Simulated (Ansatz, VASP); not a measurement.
**Ag: VASP beside Ansatz**

Contents of POSCAR:

```
Ag
1.0
   -1.5934109572      1.5934109572      1.7159810308
    1.5934109572     -1.5934109572      1.7159810308
    1.5934109572      1.5934109572     -1.7159810308
Ag
1
Direct
    0.0000000000      0.0000000000      0.0000000000
```

The input INCAR.step1:

```
  PREC = Accurate
  ENCUT = 520
  ISMEAR = 0
  SIGMA = 0.15
  LREAL = F
  LASPH = T
  NELM = 60
  NBANDS = 12
  GGA = PE
  ALGO = Normal
  EDIFF = 1E-4
  LWAVE = T
  LCHARG = F
```

Contents of INCAR.step2:

```
  PREC = Accurate
  ENCUT = 520
  EDIFF = 1E-7
  ISMEAR = 0
  SIGMA = 0.15
  LREAL = F
  LASPH = T
  NELM = 60
  ALGO = Normal
  ISIF = 2
  LWAVE = F
  LCHARG = F
  METAGGA = R2SCAN
  LMIXTAU = T
  NBANDS = 12
  ISTART = 1
```

The input KPOINTS:

```
Automatic mesh
0
Gamma
  26 26 26
```

Input for Ansatz:

```yaml
crystal:
  lattice:
    - [-1.5934109572, 1.5934109572, 1.7159810308]
    - [1.5934109572, -1.5934109572, 1.7159810308]
    - [1.5934109572, 1.5934109572, -1.7159810308]
  atoms:
    - { symbol: Ag, position: [0.0, 0.0, 0.0] }
basis:
  ecutwfc: 500
kpoints:
  mp_grid: { grid: [26, 26, 26] }
hamiltonian:
  xc: r2scan
scf:
  occupations: { method: gaussian, width: 0.15 }
output:
  forces: true
  stress: true
  eigenvalues: true
```

Change from the starting cell: strain -0.025 along x and y, +0.050 along z, atoms carried along.

Alike in both runs: task single point; functional r2SCAN; k mesh 26 × 26 × 26; occupations gaussian, width 0.15 eV; no spin polarisation.

|  | VASP | Ansatz |
| --- | --- | --- |
| version | VASP 6.6.1 | Ansatz 0.2.0 |
| potentials or method | VASP PAW PBE potentials, release 64 (Ag), cutoff 520 eV | scalar-relativistic, plane waves, PAW |
| valence electrons in the cell | 11 | 19 |

```csv
,VASP,Ansatz,Ansatz less VASP
gap on the k mesh at the Fermi level (eV),none,none,-
pressure (GPa),0.1,-0.1,-0.13
"traceless stress, the component that is largest in VASP (GPa)",0.68,0.67,-0.014
```

VASP's potentials were made for PBE, not for r2SCAN. A gap of «none» marks a metal or a gap that the smearing closes. The functional is the same, so the differences come from potentials, cutoffs and numerics. VASP's potentials hold 11 valence electrons a cell and Ansatz's 19, so a difference there can come from the potentials and not from the codes.
